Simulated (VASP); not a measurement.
Set up this calculation in VASP 6.6.1, as the native input.

| Property | Result |
| --- | --- |
| Task | single point |
| Functional | LDA |
| Potentials or basis | VASP PAW LDA potentials, release 64 (Ru_pv, C) |
| Cutoff | 520 eV |
| k mesh | 12 × 12 × 1 |
| Occupations | gaussian, width 0.1 eV |
| Spin | collinear spin |
| Starting moments | [0.0, 0.0, 0.0, 0.0, 2.0] μB |
| Dipole correction | yes |
| Further INCAR settings | ALGO = Normal; EDIFF = 1e-06; NBANDS = 42 |

The structure of Ru4C lies in POSCAR:

```
Ru4C
1.0
    2.6740588489      0.0000000000      0.0000000000
   -1.3370294244      2.3158028943      0.0000000000
    0.0000000000      0.0000000000     23.2622039167
Ru C
4 1
Direct
    0.6666666667      0.3333333333      0.1719527528
    0.3333333333      0.6666666667      0.2628031512
    0.6666666667      0.3333333333      0.3532811882
    0.3333333333      0.6666666667      0.4411535534
    0.8333333333      0.6666666667      0.5817249288
```

One way to write it, as run:

INCAR

```
SYSTEM = Ru4C
ALGO     = Normal         ! electronic algorithm
DIPOL    = 0.5 0.5 0.362
EDIFF    = 1E-6           ! SCF threshold, eV
ENCUT    = 520            ! plane-wave cutoff, eV
GGA      = CA             ! functional
IDIPOL   = 3            
ISIF     = 2              ! what is computed and relaxed
ISMEAR   = 0              ! smearing method
ISPIN    = 2              ! spin polarisation
LASPH    = .True.         ! aspherical terms in the spheres
LCHARG   = .True.         ! write CHGCAR
LDIPOL   = .True.       
LELF     = .True.         ! ELF
LMAXMIX  = 4              ! l up to which the mixer works
LORBIT   = 11             ! projections on sites
LREAL    = .False.        ! projectors in reciprocal space
LVACPOTAV= .True.       
LVHAR    = .True.       
LWAVE    = .False.        ! write WAVECAR
MAGMOM   = 0 0 0 0 2      ! initial moments
NBANDS   = 42             ! bands
NELM     = 150            ! most SCF steps
PREC     = Accurate       ! precision mode
SIGMA    = 0.1            ! smearing width, eV
```

KPOINTS

```
k-points
0
Gamma
  12 12 1
  0 0 0
```

Potentials or basis: VASP PAW LDA potentials, release 64 (Ru_pv, C).

Command:

```console
$ cat potpaw_LDA.64/Ru_pv/POTCAR potpaw_LDA.64/C/POTCAR > POTCAR
$ mpirun -np 1 vasp_std > vasp.out
```

Results of the run:

The largest force is 0.838 eV/Å. The net moment is 0.23 μB per cell and the site moments are Ru +0.01, -0.00 (each value once); C +0.11 μB. The valence electrons inside the program's atomic spheres are Ru 12.59, 12.74, 12.78, 12.62; C 1.91.

Caveat: a moment this small can come from the mesh or the smearing.

Wall time 19 min on 1 thread of Oxide Virtual Turin-like Processor (shared host), peak memory 0.43 GiB.
